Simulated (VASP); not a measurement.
Input of a VASP 6.6.1 run:

POSCAR

```
MgS
1.0
    0.0000000000      5.6617536779      5.6617536779
    5.6617536779      0.0000000000      5.6617536779
    5.6617536779      5.6617536779      0.0000000000
Mg S
8 8
Direct
    0.0192693830      0.0018738894     -0.0131474282
    0.0006646351     -0.0042227199      0.5108973588
    0.0024593970      0.5112545802     -0.0311577490
    0.0124040190      0.4681103507      0.5102393471
    0.4887029103     -0.0194982873     -0.0056946137
    0.5140240402     -0.0185169659      0.4986060257
    0.4931886230      0.4983711162      0.0248014145
    0.4749417147      0.5092217295      0.4994708638
    0.1388855900      0.1391990971      0.1065678647
    0.1258127853      0.1046998922      0.6213514752
    0.1342915187      0.6067062778      0.1197534436
    0.1191933698      0.6365110008      0.6210933396
    0.6289167990      0.1161807873      0.1224786593
    0.6046437543      0.1660042194      0.6347026389
    0.6112498347      0.6343020563      0.1226545766
    0.6211741450      0.6438249008      0.6451388047
```

The input INCAR.step1:

```
  ALGO = Normal
  EDIFF = 1E-4
  ENCUT = 520
  GGA = PE
  ISMEAR = -1
  LASPH = T
  LCHARG = F
  LREAL = Auto
  LWAVE = T
  NBANDS = 46
  NELM = 80
  PREC = Accurate
  SIGMA = 0.19
```

INCAR.step2

```
  ALGO = Normal
  EDIFF = 1E-6
  ENCUT = 520
  ISIF = 2
  ISMEAR = -1
  ISTART = 1
  LASPH = T
  LCHARG = F
  LMIXTAU = T
  LREAL = Auto
  LWAVE = F
  METAGGA = R2SCAN
  NBANDS = 46
  NELM = 80
  PREC = Accurate
  SIGMA = 0.19
```

File KPOINTS:

```
k-points
0
Gamma
  2 2 2
```

Potentials or basis: VASP PAW PBE potentials, release 64 (Mg, S).

The run is started by

```bash
$ cat potpaw_PBE.64/Mg/POTCAR potpaw_PBE.64/S/POTCAR > POTCAR
$ cp INCAR.step1 INCAR
$ mpirun -np 1 vasp_std > vasp.out
$ cp INCAR.step2 INCAR
$ mpirun -np 1 vasp_std > vasp.out
```

Question: Estimate the band gap on the k mesh.

Answer: 3.56 eV.

Question: Predict the largest force.

Answer: 2.164 eV/Å.

Stress tensor (GPa, compression positive):
```
 0.85 -1.13  0.87
-1.13  1.79 -1.33
 0.87 -1.33  1.41
```

Caveat: the k points lie up to 0.48 Å⁻¹ apart; the atoms stand as in a frame of molecular dynamics; the structure was generated, so it needn't be the stable form of MgS; the PAW data sets were made with another functional, which shifts forces and pressure a little.
